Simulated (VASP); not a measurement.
Si4GePt: single point with PBE

Crystal: Si4GePt.

```
Si Ge Pt
1.0
     4.34463    0.00000    0.00000
    -2.17231    3.76256    0.00000
     0.00000    0.00000    5.97411
Si Ge Pt
4 1 1
Direct
  0.33333 0.66667 0.78425
  0.33333 0.66667 0.21575
  0.66667 0.33333 0.78425
  0.66667 0.33333 0.21575
  0.00000 0.00000 0.50000
  0.00000 0.00000 0.00000
```

The cell was built from a structure type or drawn by symmetry, and may not be a known phase.

```json
{
 "Program": "VASP 6.6.1",
 "Task": "single point",
 "Functional": "PBE",
 "Potentials or basis": "VASP PAW PBE potentials, release 64 (Si, Ge_d, Pt)",
 "Cutoff": "520 eV",
 "k mesh": "6 × 6 × 4",
 "Occupations": "gaussian, width 0.1 eV",
 "Spin": "no spin polarisation"
}
```

```yaml
Pressure: -0.2 GPa
Largest_force: 0.021 eV/Å
Band_gap_on_the_k_mesh: zero (bands 20 and 21 overlap by 2.03 eV)
```

Forces on the atoms (eV/Å):
```
Si   0.000  0.000  0.021
Si   0.000  0.000 -0.021
Si   0.000  0.000  0.021
Si   0.000  0.000 -0.021
Ge   0.000  0.000  0.000
Pt   0.000  0.000  0.000
```

Stress tensor (GPa, compression positive):
```
-0.09  0.00  0.00
 0.00 -0.09  0.00
 0.00  0.00 -0.41
```

Levels at points of the mesh, in eV from the Fermi level:
| k point | band 17 | band 18 | band 19 | band 20 | band 21 | band 22 | band 23 | band 24 |
| --- | --- | --- | --- | --- | --- | --- | --- | --- |
| (0.00, 0.00, 0.00) | -2.02 | -1.41 | -1.41 | -0.69 | -0.69 | 0.14 | 0.87 | 0.95 |
| (0.50, 0.00, 0.00) | -2.50 | -2.10 | -1.51 | -0.19 | 0.04 | 0.52 | 4.19 | 4.30 |
| (0.00, 0.00, 0.50) | -1.58 | -1.51 | -0.47 | -0.47 | -0.21 | -0.09 | -0.09 | -0.09 |
| (0.50, 0.00, 0.50) | -1.93 | -1.68 | -1.28 | -0.11 | 0.44 | 0.52 | 2.63 | 3.68 |

Wall time 46 s on 1 thread of AMD EPYC 9R45 96-Core Processor (Zen 5), with other jobs on the host, peak memory 0.21 GiB.

Caveat: spin-orbit coupling is left out, which moves the levels of the heavy elements.
